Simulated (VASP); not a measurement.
Write the native input for VASP 6.6.1 that does the following.

| Quantity | Value |
| --- | --- |
| Task | single point |
| Functional | LDA |
| Potentials or basis | VASP PAW LDA potentials, release 64 (Ca_sv, Ge_d, N) |
| Cutoff | 520 eV |
| k mesh | 5 × 5 × 5 |
| Occupations | fermi-dirac, width 0.1 eV |
| Spin | no spin polarisation |
| Dipole correction | no |
| Further INCAR settings | ALGO = Normal; EDIFF = 1e-06; NBANDS = 32 |

The structure of Ca3GeN lies in POSCAR:

```
Ca3GeN
1.0
    4.9108661933      0.0000000000      0.0000000000
    0.0000000000      4.9108661933      0.0000000000
    0.0000000000      0.0000000000      4.9108661933
Ca Ge N
3 1 1
Direct
    0.0000000000      0.5000000000      0.5000000000
    0.5000000000      0.0000000000      0.5000000000
    0.5000000000      0.5000000000      0.0000000000
    0.0000000000      0.0000000000      0.0000000000
    0.5000000000      0.5000000000      0.5000000000
```

One way to write it, as run:

INCAR

```
SYSTEM = Ca3GeN
PREC = Accurate
ENCUT = 520
EDIFF = 1E-6
ISMEAR = -1
SIGMA = 0.1
LREAL = .FALSE.
LASPH = .TRUE.
NELM = 100
ALGO = Normal
ISIF = 2
LWAVE = .FALSE.
LCHARG = .FALSE.
GGA = CA
NBANDS = 32
```

KPOINTS

```
Automatic mesh
0
G
  5 5 5
  0 0 0
```

Potentials or basis: VASP PAW LDA potentials, release 64 (Ca_sv, Ge_d, N).

Command:

```sh
$ cat potpaw_LDA.64/Ca_sv/POTCAR potpaw_LDA.64/Ge_d/POTCAR potpaw_LDA.64/N/POTCAR > POTCAR
$ mpirun -np 1 vasp_std > vasp.out
```

It gave:

```
Pressure               : -6.5 GPa
Band gap on the k mesh : zero (an odd number of electrons rules out a gap without spin polarisation)
```

Caveat: the cell stands under tension.

It took 72 s on 1 thread of Intel Xeon 8259CL, with other jobs on the host, peak memory 0.22 GiB.
